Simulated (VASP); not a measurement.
Input of a VASP 6.6.1 run:

The input INCAR:

```
SYSTEM = Ga
PREC = Accurate
ENCUT = 520
EDIFF = 1E-6
ISMEAR = -1
SIGMA = 0.1
LREAL = .FALSE.
LASPH = .TRUE.
NELM = 100
ALGO = Normal
ISIF = 2
LWAVE = .FALSE.
LCHARG = .TRUE.
GGA = PS
LELF = .TRUE.
LVHAR = .TRUE.
NBANDS = 12
```

File KPOINTS:

```
regular mesh
0
G
  13 13 13
  0 0 0
```

The input POSCAR:

```
Ga
1.0
    2.7273824242      0.0000000000      0.0000000000
    0.0000000000      2.7273824242      0.0000000000
    0.0000000000      0.0000000000      2.7273824242
Ga
1
Direct
    0.0000000000      0.0000000000      0.0000000000
```

Potentials or basis: VASP PAW PBE potentials, release 64 (Ga_d).

Run with:

```bash
$ cat potpaw_PBE.64/Ga_d/POTCAR > POTCAR
$ mpirun -np 1 vasp_std > vasp.out
```

Problem. Estimate the pressure.

Solution. -3.5 GPa.

Caveat: the PAW data sets were made with another functional, which shifts forces and pressure a little.
